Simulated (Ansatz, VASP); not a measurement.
One calculation of Fe, two programs

```
Fe
1.0
     0.00000    1.92871    1.95192
     1.48838    0.00000    1.95192
     1.48838    1.92871    0.00000
Fe
1
Direct
  0.00000 0.00000 0.00000
```

Change from the starting cell: volume scaled by 0.98.

Alike in both runs: task single point; functional LDA; k mesh 16 × 16 × 16; occupations fermi-dirac, width 0.05 eV; collinear spin.

|  | VASP | Ansatz |
| --- | --- | --- |
| version | VASP 6.6.1 | Ansatz 0.2.0 |
| potentials or method | VASP PAW LDA potentials, release 64 (Fe), cutoff 600 eV | all-electron LAPW, scalar-relativistic |

Ansatz gave:

```
pressure (GPa)                                                : -15.0
traceless stress, the component that is largest in VASP (GPa) : -5.97
net moment per atom (μB)                                      : 2.13
size of the moment on the site where the two differ most (μB) : 2.16
```

**Question.** Which values does VASP return?

**Answer.** Pressure (GPa): -16.0; traceless stress, the component that is largest in VASP (GPa): -6.08; net moment per atom (μB): 2.09; size of the moment on the site where the two differ most (μB): 2.06.

LDA's correlation is that of Perdew and Zunger in VASP and of Perdew and Wang (1992) in Ansatz. Site moments also hang on the region over which each program counts them. Ansatz ran all-electron here, and VASP with PAW potentials.
